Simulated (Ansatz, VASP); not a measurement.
**One calculation of PtSe2, two programs**

File POSCAR:

```
PtSe2
1.0
    0.0000000000      3.0992684088      3.0992684088
    3.0992684088      0.0000000000      3.0992684088
    3.0992684088      3.0992684088      0.0000000000
Pt Se
1 2
Direct
    0.0000000000      0.0000000000      0.0000000000
    0.2500000000      0.2500000000      0.2500000000
    0.7500000000      0.7500000000      0.7500000000
```

INCAR.step1

```
PREC = Accurate
ENCUT = 520
ISMEAR = -1
SIGMA = 0.02
LREAL = False
LASPH = True
NELM = 60
NBANDS = 18
GGA = PE
ALGO = Normal
EDIFF = 1E-4
LWAVE = True
LCHARG = False
```

INCAR.step2

```
PREC = Accurate
ENCUT = 520
EDIFF = 1E-6
ISMEAR = -1
SIGMA = 0.02
LREAL = False
LASPH = True
NELM = 60
ALGO = Normal
ISIF = 2
LWAVE = False
LCHARG = False
METAGGA = R2SCAN
LMIXTAU = True
NBANDS = 18
ISTART = 1
```

KPOINTS

```
regular mesh
0
Gamma
  6 6 6
```

Input for Ansatz:

```yaml
crystal:
  lattice:
    - [0.0, 3.0992684088, 3.0992684088]
    - [3.0992684088, 0.0, 3.0992684088]
    - [3.0992684088, 3.0992684088, 0.0]
  atoms:
    - { symbol: Pt, position: [0.0, 0.0, 0.0] }
    - { symbol: Se, position: [0.25, 0.25, 0.25] }
    - { symbol: Se, position: [0.75, 0.75, 0.75] }
kpoints:
  mp_grid: { grid: [6, 6, 6] }
hamiltonian:
  xc: r2scan
scf:
  occupations: { method: fermi_dirac, width: 0.02 }
  n_extra_bands: 4
output:
  forces: true
  stress: true
  eigenvalues: true
```

Alike in both runs: task single point; functional r2SCAN; k mesh 6 × 6 × 6; occupations fermi-dirac, width 0.02 eV; no spin polarisation.

```csv
,VASP,Ansatz
version,VASP 6.6.1,Ansatz 0.2.0
potentials or method,"VASP PAW PBE potentials, release 64 (Pt, Se)","plane waves, PAW"
plane-wave cutoff (eV),520,500
valence electrons in the cell,22,50
```

|  | VASP | Ansatz | Ansatz less VASP |
| --- | --- | --- | --- |
| pressure (GPa) | 3.8 | 3.8 | 0.00 |

VASP's potentials were made for PBE, not for r2SCAN. The functional is the same, so the differences come from potentials, cutoffs and numerics. VASP's potentials hold 22 valence electrons a cell and Ansatz's 50, so a difference there can come from the potentials and not from the codes.

Spin-orbit coupling is off throughout.
